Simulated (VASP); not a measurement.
Set up this calculation in VASP 6.6.1, as the native input.

- Task: relaxation of cell and atoms
- Functional: PBE
- Potentials or basis: VASP PAW PBE potentials, release 64 (Rb_sv, Ag)
- Cutoff: 600 eV
- k mesh: 4 × 4 × 3
- Occupations: gaussian, width 0.2 eV
- Spin: no spin polarisation
- Dipole correction: no
- Further INCAR settings: ALGO = Normal; EDIFF = 1e-06; IBRION = 2; EDIFFG = -0.08; NSW = 36; ISIF = 3

The structure of RbAg4 lies in POSCAR:

```
RbAg4
1.0
    5.2791633500      0.0000000000      0.0000000000
   -2.6395816800      4.5718895700      0.0000000000
    0.0000000000      0.0000000000      5.6900764600
Rb Ag
1 4
Direct
    0.0000000000      0.0000000000      0.5000000000
    0.5198922900      0.0000000000      0.0000000000
    0.0000000000      0.5198922900      0.0000000000
    0.4801077100      0.4801077100      0.0000000000
    0.0000000000      0.0000000000      0.0000000000
```

The cell was built from a structure type or drawn by symmetry, and may not be a known phase.

The input as run:

INCAR

```
SYSTEM = RbAg4
  ALGO = Normal
  EDIFF = 1E-6
  EDIFFG = -0.08
  ENCUT = 600
  GGA = PE
  IBRION = 2
  ISIF = 3
  ISMEAR = 0
  LASPH = .True.
  LCHARG = .False.
  LREAL = .False.
  LWAVE = .False.
  NELM = 100
  NSW = 36
  PREC = Accurate
  SIGMA = 0.2
```

KPOINTS

```
k-points
0
Gamma
  4 4 3
  0 0 0
```

Potentials or basis: VASP PAW PBE potentials, release 64 (Rb_sv, Ag).

Command:

```console
$ cat potpaw_PBE.64/Rb_sv/POTCAR potpaw_PBE.64/Ag/POTCAR > POTCAR
$ mpirun -np 1 vasp_std > vasp.out
```

Results of the run:

```
Relaxed volume                        : 35.56 Å³/atom
Relaxed cell                          : a = 5.583 Å, b = 5.583 Å, c = 6.586 Å, α = 90.00°, β = 90.00°, γ = 120.00°
Space group after relaxing (to 0.1 Å) : P6/mmm (No. 191)
Energy gained by relaxing             : 211.8 meV/atom
Ionic steps                           : 9
Pressure after relaxing               : -0.1 GPa
Largest force after relaxing          : 0.061 eV/Å
Band gap on the k mesh                : zero (an odd number of electrons rules out a gap without spin polarisation)
```

Caveat: the k points lie up to 0.32 Å⁻¹ apart in the final cell, too coarse for converged energies and pressures of a metal; the volume moved by over 15 % at a fixed basis, so the end points are rough; the relaxation stopped at a loose force limit of 0.08 eV/Å, so its end isn't a converged minimum.

Run time: 6.4 min on 1 thread of Oxide Virtual Turin-like Processor, with other jobs on the host, peak memory 0.26 GiB.
